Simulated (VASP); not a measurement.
# Co (P6/mmm) in VASP: further runs

Co is run at these levels: PBE; tasks: single point.

Everything below comes from runs of VASP 6.6.1. Logs are shortened: lines on timing, memory, paths and dates and some standing lists are left out, and cuts for length are marked.

### 1 The cell of the first run

The structure is hexagonal, space group P6/mmm (No. 191). Conventional cell: a = 3.962 Å, b = 3.962 Å, c = 2.438 Å, α = 90.00°, β = 90.00°, γ = 120.00°. Within 3.2 Å of Co (site symmetry 6/mmm) lie 14 Co at 2.44 to 2.59 Å. Within 3.0 Å of Co (site symmetry -6m2) lie 11 Co at 2.29 to 2.59 Å.

### 2 Single point, PBE, collinear spin, ferromagnetic start

The input, INCAR:

```
SYSTEM = Co
ALGO = Normal
EDIFF = 1E-6
ENCUT = 520
GGA = PE
ISIF = 2
ISMEAR = 0
ISPIN = 2
LASPH = .TRUE.
LCHARG = .FALSE.
LMAXMIX = 4
LORBIT = 11
LREAL = .FALSE.
LWAVE = .FALSE.
MAGMOM = 1.92 1.92 1.92
NBANDS = 24
NELM = 150
PREC = Accurate
SIGMA = 0.1
```

The input, KPOINTS:

```
k-points
0
G
  15 15 18
  0 0 0
```

The input, POSCAR:

```
Co
1.0
    3.9623899384      0.0000000000      0.0000000000
   -1.9811949692      3.4315303464      0.0000000000
    0.0000000000      0.0000000000      2.4376050753
Co
3
Direct
    0.0000000000      0.0000000000      0.0000000000
    0.3333333333      0.6666666667      0.5000000000
    0.6666666667      0.3333333333      0.5000000000
```

Potentials or basis: VASP PAW PBE potentials, release 64 (Co).

Started as:

```
cat potpaw_PBE.64/Co/POTCAR > POTCAR
mpirun -np 1 vasp_std > vasp.out
```

OUTCAR:

```text
SYSTEM = Co
   EDIFF = 1E-6
   ENCUT = 520
   GGA = PE
   ISIF = 2
   ISMEAR = 0
   ISPIN = 2
   LASPH = .TRUE.
   LORBIT = 11
   LREAL = .FALSE.
   NELM = 150
   PREC = Accurate

 ion  position               nearest neighbor table
   1  0.000  0.000  0.000-   2 2.59   3 2.59   2 2.59   3 2.59   3 2.59   3 2.59   2 2.59   2 2.59
                             3 2.59   3 2.59   2 2.59   2 2.59
   2  0.333  0.667  0.500-   3 2.29   3 2.29   3 2.29   1 2.59   1 2.59   1 2.59   1 2.59   1 2.59
                             1 2.59
   3  0.667  0.333  0.500-   2 2.29   2 2.29   2 2.29   1 2.59   1 2.59   1 2.59   1 2.59   1 2.59
                             1 2.59

  LATTYP: Found a hexagonal cell.
 ALAT       =     3.9623899384
 C/A-ratio  =     0.6151855605

  Lattice vectors:

 A1 = (   3.9623899384,   0.0000000000,   0.0000000000)
 A2 = (  -1.9811949692,   3.4315303464,   0.0000000000)
 A3 = (   0.0000000000,   0.0000000000,   2.4376050753)

Analysis of symmetry for initial positions (statically):
=====================================================================
 Subroutine PRICEL returns:
 Original cell was already a primitive cell.

 Routine SETGRP: Setting up the symmetry group for a
 hexagonal supercell.

 Subroutine GETGRP returns: Found 24 space group operations
 (whereof 24 operations were pure point group operations)
 out of a pool of 24 trial point group operations.

The static configuration has the point symmetry D_6h.

Analysis of symmetry for dynamics (positions and initial velocities):
=====================================================================
 Subroutine PRICEL returns:
 Original cell was already a primitive cell.

 Routine SETGRP: Setting up the symmetry group for a
 hexagonal supercell.

 Subroutine GETGRP returns: Found 24 space group operations
 (whereof 24 operations were pure point group operations)
 out of a pool of 24 trial point group operations.

The dynamic configuration has the point symmetry D_6h.

Analysis of structural, dynamic, and magnetic symmetry:
=====================================================================
 Subroutine PRICEL returns:
 Original cell was already a primitive cell.

 Routine SETGRP: Setting up the symmetry group for a
 hexagonal supercell.

 Subroutine GETGRP returns: Found 24 space group operations
 (whereof 24 operations were pure point group operations)
 out of a pool of 24 trial point group operations.

The overall configuration has the point symmetry D_6h.

 Subroutine INISYM returns: Found 24 space group operations
 (whereof 24 operations are pure point group operations),
 and found     1 'primitive' translations

----------------------------------------------------------------------------------------

                                     Primitive cell

  volume of cell :      33.1443

  direct lattice vectors                    reciprocal lattice vectors
     3.962389938  0.000000000  0.000000000     0.252372940  0.145707585  0.000000000
    -1.981194969  3.431530346  0.000000000     0.000000000  0.291415170  0.000000000
     0.000000000  0.000000000  2.437605075     0.000000000  0.000000000  0.410238726

  length of vectors
     3.962389938  3.962389938  2.437605075     0.291415170  0.291415170  0.410238726

  position of ions in fractional coordinates (direct lattice)
     0.000000000  0.000000000  0.000000000
     0.333333333  0.666666667  0.500000000
     0.666666667  0.333333333  0.500000000

  ion indices of the primitive-cell ions
   primitive index   ion index
                 1           1
                 2           2
                 3           3

----------------------------------------------------------------------------------------

 KPOINTS: k-points

Automatic generation of k-mesh.
 Grid dimensions read from file:
 generate k-points for:   15   15   18

 Generating k-lattice:

  Cartesian coordinates                     Fractional coordinates (reciprocal lattice)
     0.016824863  0.009713839  0.000000000     0.066666667  0.000000000  0.000000000
     0.000000000  0.019427678  0.000000000     0.000000000  0.066666667  0.000000000
     0.000000000  0.000000000  0.022791040     0.000000000  0.000000000  0.055555556

  Length of vectors
     0.019427678  0.019427678  0.022791040

  Shift w.r.t. Gamma in fractional coordinates (k-lattice)
     0.000000000  0.000000000  0.000000000

 Subroutine IBZKPT returns following result:
 ===========================================

 Found    270 irreducible k-points:

 Following reciprocal coordinates:
            Coordinates               Weight
  0.000000  0.000000  0.000000      1.000000
  0.066667  0.000000  0.000000      6.000000
  0.133333 -0.000000  0.000000      6.000000
  0.200000 -0.000000  0.000000      6.000000
  0.266667 -0.000000  0.000000      6.000000
  0.333333  0.000000  0.000000      6.000000
[... 16 lines left out ...]
  0.333333  0.200000  0.000000     12.000000
  0.400000  0.200000  0.000000      6.000000
 [... further k-points ...]
   k-points           NKPTS =    270   k-points in BZ     NKDIM =    270   number of bands    NBANDS=     24
   number of dos      NEDOS =    301   number of ions     NIONS =      3
   total plane-waves  NPLWV =  16200
   dimension x,y,z NGX =    30 NGY =   30 NGZ =   18
   dimension x,y,z NGXF=    60 NGYF=   60 NGZF=   36
   ions per type =               3
   NGX,Y,Z   is equivalent  to a cutoff of  12.59, 12.59, 12.28 a.u.
   NGXF,Y,Z  is equivalent  to a cutoff of  25.17, 25.17, 24.55 a.u.
 SYSTEM =  Co
   PREC   = accura    normal or accurate (medium, high low for compatibility)
   ISTART =      0    job   : 0-new  1-cont  2-samecut
   ICHARG =      2    charge: 1-file 2-atom 10-const
   ISPIN  =      2    spin polarized calculation?
   LNONCOLLINEAR =      F non collinear calculations
   LSORBIT =      F    spin-orbit coupling
   LASPH  =      T    aspherical Exc in radial PAW
   ENCUT  =  520.0 eV  38.22 Ry    6.18 a.u.   7.37  7.37  4.53*2*pi/ulx,y,z
   NELM   =    150;   NELMIN=  2; NELMDL= -5     # of ELM steps
   EDIFF  = 0.1E-05   stopping-criterion for ELM
   LREAL  =      F    real-space projection
   EDIFFG = 0.1E-04   stopping-criterion for IOM
   NSW    =      0    number of steps for IOM
   IBRION =     -1    ionic relax: 0-MD 1-quasi-New 2-CG
   NFREE  =      0    steps in history (QN), initial steepest desc. (CG)
   ISIF   =      2    stress and relaxation
   ISYM   =      2    0-nonsym 1-usesym 2-fastsym
   POTIM  = 0.5000    time-step for ionic-motion
   TEBEG  =    0.0;   TEEND  =   0.0 temperature during run
   PSTRESS=    0.0 pullay stress
   NELECT =      27.0000    total number of electrons
   NUPDOWN=      -1.0000    fix difference up-down
   EMIN   =  10.00;   EMAX   =-10.00  energy-range for DOS
   EFERMI =   0.00;   METHOD = LEGACY
   ISMEAR =     0;   SIGMA  =   0.10  broadening in eV -4-tet -1-fermi 0-gaus
   EFERMI_NEDOS =   21; number of points for ismear=-14 and -15
   IALGO  =     38    algorithm
   IMIX   =      4    mixing-type and parameters
     AMIX     =   0.40;   BMIX     =  1.00
     AMIX_MAG =   1.60;   BMIX_MAG =  1.00
  volume/ion in A,a.u.               =      11.05        74.56
  Fermi-wavevector in a.u.,A,eV,Ry     =   1.528950  2.889297 31.806178  2.337688
  Thomas-Fermi vector in A             =   2.636638
   LORBIT       =     11    0 simple, 1 ext, 2 COOP (PROOUT), +10 PAW based schemes
   GGA     = PE    functional components
   LHFCALC =     F    Hartree Fock is set to
   AEXX    =    0.0000 exact exchange contribution
   IVDW    =     0    specifies the selected vdW correction
   LEPSILON=     F    determine dielectric tensor
   LRPA    =     F    only Hartree local field effects (RPA)
 spin polarized calculation
 Gauss-broadening in eV      SIGMA  =   0.10
  energy-cutoff  :      520.00
  volume of cell :       33.14
 maximum number of plane-waves:       921
 NGX is ok and might be reduce to    30
   NGX = 15   NGY = 15   NGZ =  9

 number of electron      27.0000019 magnetization       4.9136402

 Free energy of the ion-electron system (eV)
  ---------------------------------------------------
  ext. energy  EPLUGINS =         0.00000000
  ---------------------------------------------------
  free energy    TOTEN  =       -20.87278697 eV

  energy without entropy =      -20.86243763  energy(sigma->0) =      -20.86761230

 E-fermi :  10.1061     XC(G=0): -13.2885

 val. band max:       10.1055531055   @ k =   0.3333   0.0000   0.0000
 cond. band min:      10.1077549042   @ k =   0.2000   0.2000   0.0556
 fundamental gap:      0.0022017987
 Fermi energy:        10.1060536454

 spin component 1

 k-point     1 :       0.0000    0.0000    0.0000
  band No.  band energies     occupation
      1       1.2079      1.00000
      2       5.4435      1.00000
      3       6.6661      1.00000
      4       6.6661      1.00000
      5       6.7097      1.00000
      6       6.7097      1.00000
[... 16 lines left out ...]
     23      26.0572      0.00000
     24      32.6583      0.00000

 k-point     2 :       0.0667    0.0000    0.0000
  band No.  band energies     occupation
      1       1.2700      1.00000
      2       5.4546      1.00000
      3       6.4416      1.00000
      4       6.5243      1.00000
      5       6.7584      1.00000
      6       6.9107      1.00000
[... 16 lines left out ...]
     23      26.1511      0.00000
     24      32.6697      0.00000

 k-point     3 :       0.1333   -0.0000    0.0000
  band No.  band energies     occupation
      1       1.4547      1.00000
      2       5.4774      1.00000
      3       6.1643      1.00000
      4       6.4191      1.00000
      5       6.6381      1.00000
      6       7.0386      1.00000
[... 16 lines left out ...]
     23      26.4294      0.00000
     24      32.7043      0.00000
[... 514 lines left out ...]
 k-point    23 :       0.3333    0.2000    0.0000
  band No.  band energies     occupation
      1       3.8080      1.00000
      2       4.7058      1.00000
      3       5.0201      1.00000
      4       6.4231      1.00000
      5       6.5805      1.00000
      6       6.8198      1.00000
[... 16 lines left out ...]
     23      29.0645      0.00000
     24      30.1184      0.00000

 k-point    24 :       0.4000    0.2000    0.0000
  band No.  band energies     occupation
      1       4.2211      1.00000
      2       4.4159      1.00000
      3       4.9360      1.00000
      4       6.5285      1.00000
      5       6.5378      1.00000
      6       6.7512      1.00000
[... 16 lines left out ...]
     23      29.6270      0.00000
     24      29.9085      0.00000

 [... further k-points ...]

 spin component 2

 k-point     1 :       0.0000    0.0000    0.0000
  band No.  band energies     occupation
      1       1.2166      1.00000
      2       6.6058      1.00000
      3       7.8065      1.00000
      4       7.8065      1.00000
      5       7.8426      1.00000
      6       7.8426      1.00000
[... 16 lines left out ...]
     23      26.2403      0.00000
     24      32.9987      0.00000

 k-point     2 :       0.0667    0.0000    0.0000
  band No.  band energies     occupation
      1       1.2788      1.00000
      2       6.6090      1.00000
      3       7.5904      1.00000
      4       7.7005      1.00000
      5       7.8548      1.00000
      6       8.0094      1.00000
[... 16 lines left out ...]
     23      26.3398      0.00000
     24      33.0074      0.00000

 k-point     3 :       0.1333   -0.0000    0.0000
  band No.  band energies     occupation
      1       1.4643      1.00000
      2       6.5998      1.00000
      3       7.3011      1.00000
      4       7.6363      1.00000
      5       7.6873      1.00000
      6       8.2546      1.00000
[... 16 lines left out ...]
     23      26.6336      0.00000
     24      33.0342      0.00000
[... 514 lines left out ...]
 k-point    23 :       0.3333    0.2000    0.0000
  band No.  band energies     occupation
      1       3.9369      1.00000
      2       5.1441      1.00000
      3       5.7338      1.00000
      4       7.7675      1.00000
      5       7.9587      1.00000
      6       8.1628      1.00000
[... 16 lines left out ...]
     23      29.2112      0.00000
     24      30.4426      0.00000

 k-point    24 :       0.4000    0.2000    0.0000
  band No.  band energies     occupation
      1       4.4945      1.00000
      2       4.6184      1.00000
      3       5.6752      1.00000
      4       7.8779      1.00000
      5       7.9251      1.00000
      6       8.0948      1.00000
[... 16 lines left out ...]
     23      29.7572      0.00000
     24      30.1180      0.00000

 [... further k-points ...]

------------------------ aborting loop because EDIFF is reached ----------------------------------------

  FORCE on cell =-STRESS in cart. coord.  units (eV):
  Direction    XX          YY          ZZ          XY          YZ          ZX
  --------------------------------------------------------------------------------------
  -------------------------------------------------------------------------------------
  Total       -0.1458669     -0.1458669     -0.1314138      0.0000000      0.0000000      0.0000000
  in kB       -7.0511359     -7.0511359     -6.3524765      0.0000000      0.0000000      0.0000000
  external PRESSURE =      -6.8182494 kB  Pullay stress =       0.0000000 kB

 VOLUME and BASIS-vectors are now :
 -----------------------------------------------------------------------------
  energy-cutoff  :      520.00
  volume of cell :       33.14
      direct lattice vectors                 reciprocal lattice vectors
     3.962389938  0.000000000  0.000000000     0.252372940  0.145707585  0.000000000
    -1.981194969  3.431530346  0.000000000     0.000000000  0.291415170  0.000000000
     0.000000000  0.000000000  2.437605075     0.000000000  0.000000000  0.410238726

 POSITION                                       TOTAL-FORCE (eV/Angst)
 -----------------------------------------------------------------------------------
      0.00000      0.00000      0.00000        -0.000000      0.000000      0.000000
     -0.00000      2.28769      1.21880        -0.000000      0.000000      0.000000
      1.98119      1.14384      1.21880         0.000000     -0.000000     -0.000000
 -----------------------------------------------------------------------------------
    total drift:                               -0.000000      0.000000      0.000000

  FREE ENERGIE OF THE ION-ELECTRON SYSTEM (eV)
  ---------------------------------------------------
  free  energy   TOTEN  =       -20.8727869657 eV

  energy  without entropy=      -20.8624376287  energy(sigma->0) =      -20.86761230

 total charge

# of ion       s       p       d       tot
------------------------------------------
    1        0.462   0.489   7.245   8.197
    2        0.497   0.518   7.273   8.288
    3        0.497   0.518   7.273   8.288
--------------------------------------------------
tot          1.456   1.526  21.791  24.773

 magnetization (x)

# of ion       s       p       d       tot
------------------------------------------
    1       -0.009  -0.053   1.674   1.612
    2       -0.011  -0.048   1.740   1.682
    3       -0.011  -0.048   1.740   1.682
--------------------------------------------------
tot         -0.030  -0.149   5.154   4.975
```

It took 3.4 min on 1 thread of Intel Xeon 6975P-C (Granite Rapids), shared host; peak memory 0.38 GiB.

Results:

```
Free energy                                           : -20.8728 eV
Pressure                                              : -0.7 GPa
Net moment                                            : 4.91 μB per cell
Site moments                                          : Co +1.61, +1.68 μB
Valence electrons inside the program's atomic spheres : Co 8.20, 8.29
```

### 3 Single point, PBE, collinear spin, ferromagnetic start

The input, INCAR:

```
ALGO     = Normal         # electronic algorithm
EDIFF    = 1E-6           # SCF threshold, eV
ENCUT    = 520            # plane-wave cutoff, eV
GGA      = PE             # functional
ISIF     = 2              # what is computed and relaxed
ISMEAR   = 0              # smearing method
ISPIN    = 2              # spin polarisation
LASPH    = T              # aspherical terms in the spheres
LCHARG   = F              # write CHGCAR
LMAXMIX  = 4              # l up to which the mixer works
LORBIT   = 11             # projections on sites
LREAL    = F              # projectors in reciprocal space
LWAVE    = F              # write WAVECAR
MAGMOM   = 1.96 2.02 2.02 # initial moments
NBANDS   = 24             # bands
NELM     = 150            # most SCF steps
PREC     = Accurate       # precision mode
SIGMA    = 0.1            # smearing width, eV
```

The input, KPOINTS:

```
k-points
0
Gamma
  6 6 6
```

The input, POSCAR:

```
Co
1.0
    3.9670383984      0.0000000000      0.0000000000
   -1.9835191992      3.4355560308      0.0000000000
    0.0000000000      0.0000000000      2.4362120255
Co
3
Direct
    0.0000000000      0.0000000000      0.0000000000
    0.3333333333      0.6666666667      0.5000000000
    0.6666666667      0.3333333333      0.5000000000
```

Potentials or basis: VASP PAW PBE potentials, release 64 (Co).

Started as:

```
cat potpaw_PBE.64/Co/POTCAR > POTCAR
mpirun -np 1 vasp_std > vasp.out
```

Run time: 26 s. Hardware: 1 thread of Intel Xeon 6975P-C (Granite Rapids), shared host; peak memory 0.17 GiB.

Results (log left out):

- Free energy: -20.8822 eV
- Pressure: -0.8 GPa
- Band gap on the k mesh: zero (filled and empty bands overlap)
- Net moment: 5.01 μB per cell
- Site moments: Co +1.65, +1.71 μB
- Valence electrons inside the program's atomic spheres: Co 8.19, 8.28

Stress tensor (GPa, compression positive):
```
-0.81  0.00  0.00
 0.00 -0.81  0.00
 0.00  0.00 -0.63
```

Levels at points of the mesh, in eV from the Fermi level:
Spin up:
| k point | band 14 | band 15 | band 16 | band 17 | band 18 | band 19 |
| --- | --- | --- | --- | --- | --- | --- |
| (0.00, 0.00, 0.00) | -1.95 | -0.82 | -0.82 | 6.25 | 6.25 | 6.25 |
| (0.50, 0.00, 0.00) | -1.15 | -1.05 | -0.78 | -0.65 | 0.17 | 6.57 |
| (0.00, 0.00, 0.50) | -0.87 | -0.32 | 0.75 | 1.58 | 9.74 | 10.28 |
| (0.50, 0.00, 0.50) | -0.81 | -0.50 | 1.55 | 1.77 | 5.02 | 5.67 |
Spin down:
```
           k point  band 9  band 10  band 11  band 12  band 13  band 14
(0.00, 0.00, 0.00)   -0.72    -0.72    -0.14    -0.14    -0.12    -0.12
(0.50, 0.00, 0.00)   -0.79    -0.03    -0.02     0.14     0.55     0.87
(0.00, 0.00, 0.50)   -0.74    -0.74     0.79     0.79     1.00     1.00
(0.50, 0.00, 0.50)   -0.73    -0.72    -0.03     0.55     0.90     1.12
```

Caveat: the k points lie up to 0.43 Å⁻¹ apart.
